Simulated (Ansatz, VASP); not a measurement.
Two plane-wave programs on NbSi

The input POSCAR:

```
NbSi
1.0
    3.1564400000      0.0000000000      0.0000000000
    0.0000000000      3.1564400000      0.0000000000
    0.0000000000      0.0000000000      3.1564400000
Nb Si
1 1
Direct
    0.0000000000      0.0000000000      0.0000000000
    0.5000000000      0.5000000000      0.5000000000
```

File INCAR.step1:

```
SYSTEM = NbSi
ALGO = Normal ; EDIFF = 1E-5
ENCUT = 520 ; GGA = PE
ISIF = 2 ; ISMEAR = -1
LASPH = .TRUE. ; LCHARG = .FALSE.
LREAL = .FALSE. ; LWAVE = .TRUE.
NBANDS = 16 ; NELM = 60
PREC = Accurate ; SIGMA = 0.05
```

File INCAR.step2:

```
SYSTEM = NbSi
AEXX = 0.25 ; ALGO = Normal
EDIFF = 1E-6 ; ENCUT = 520
GGA = PE ; HFSCREEN = 0.2
ISIF = 2 ; ISMEAR = -1
ISTART = 1 ; LASPH = .TRUE.
LCHARG = .FALSE. ; LHFCALC = .TRUE.
LREAL = .FALSE. ; LWAVE = .FALSE.
NBANDS = 16 ; NELM = 60
PREC = Accurate ; PRECFOCK = Normal
SIGMA = 0.05
```

The input KPOINTS:

```
k-points
0
G
  4 4 4
  0 0 0
```

Contents of input:

```
crystal:
  lattice:
    - [3.15644, 0.0, 0.0]
    - [0.0, 3.15644, 0.0]
    - [0.0, 0.0, 3.15644]
  atoms:
    - { symbol: Nb, position: [0.0, 0.0, 0.0] }
    - { symbol: Si, position: [0.5, 0.5, 0.5] }
hamiltonian:
  xc: { exchange: pbe, correlation: pbe, exx: { coeff: 0.25, omega: 0.2 } }
  pseudopotentials: { kind: paw }
kpoints:
  mp_grid: { grid: [4, 4, 4] }
scf:
  occupations: { method: fermi_dirac, width: 0.05 }
output:
  forces: true
  stress: true
  eigenvalues: true
  write_density: true
  write_potential: true
  elf: true
  volumetric_format: npy
```

Alike in both runs: task single point; functional PBE-based screened hybrid with a share of 0.25 of exact exchange and HFSCREEN = 0.2; k mesh 4 × 4 × 4; occupations fermi-dirac, width 0.05 eV; no spin polarisation.

```csv
,VASP,Ansatz
version,VASP 6.6.1,Ansatz 0.2.0
potentials or method,"VASP PAW PBE potentials, release 64 (Nb_sv, Si)",Ansatz PAW
plane-wave cutoff (eV),520,420
valence electrons in the cell,17,17
```

VASP gave:

- gap on the k mesh at the Fermi level (eV): none
- pressure (GPa): -1.7

Question: Which values does Ansatz return?

Answer: gap on the k mesh at the Fermi level (eV): none; pressure (GPa): -1.1.

VASP's potentials were made for PBE, not for PBE-based screened hybrid. A gap of «none» marks a metal or a gap that the smearing closes.

The k mesh is coarse, so the values compare programs but aren't converged.
